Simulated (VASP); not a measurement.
Write the native input for VASP 6.6.1 that does the following.

```yaml
Task: single point
Functional: PBE
Potentials_or_basis: VASP PAW PBE potentials, release 64 (Sr_sv, Mg, P)
Cutoff: 520 eV
k_mesh: 12 × 12 × 6
Occupations: gaussian, width 0.1 eV
Spin: no spin polarisation
Dipole_correction: no
Further_INCAR_settings: ALGO = Normal; EDIFF = 1e-06; NBANDS = 26
```

The structure of SrMgP lies in POSCAR:

```
SrMgP
1.0
    4.3361678303      0.0000000000      0.0000000000
   -2.1680839152      3.7552314962      0.0000000000
    0.0000000000      0.0000000000      9.4573214231
Sr Mg P
2 2 2
Direct
    0.0000000000      0.0000000000      0.5000000000
    0.0000000000      0.0000000000      0.0000000000
    0.3333333333      0.6666666667      0.2500000000
    0.6666666667      0.3333333333      0.7500000000
    0.3333333333      0.6666666667      0.7500000000
    0.6666666667      0.3333333333      0.2500000000
```

The cell was generated, and may not be a known phase.

The input as run:

INCAR

```
SYSTEM = SrMgP
PREC = Accurate
ENCUT = 520
EDIFF = 1E-6
ISMEAR = 0
SIGMA = 0.1
LREAL = .FALSE.
LASPH = .TRUE.
NELM = 100
ALGO = Normal
ISIF = 2
LWAVE = .FALSE.
LCHARG = .FALSE.
GGA = PE
NBANDS = 26
```

KPOINTS

```
Automatic mesh
0
G
  12 12 6
  0 0 0
```

Potentials or basis: VASP PAW PBE potentials, release 64 (Sr_sv, Mg, P).

Run with:

```console
$ cat potpaw_PBE.64/Sr_sv/POTCAR potpaw_PBE.64/Mg/POTCAR potpaw_PBE.64/P/POTCAR > POTCAR
$ mpirun -np 1 vasp_std > vasp.out
```

It gave:

* Pressure: 0.0 GPa
* Band gap on the k mesh: zero (bands 17 and 18 overlap by 1.08 eV)

Wall time 6.1 min on 1 thread of Intel Xeon 8259CL, with other jobs on the host, peak memory 0.45 GiB.
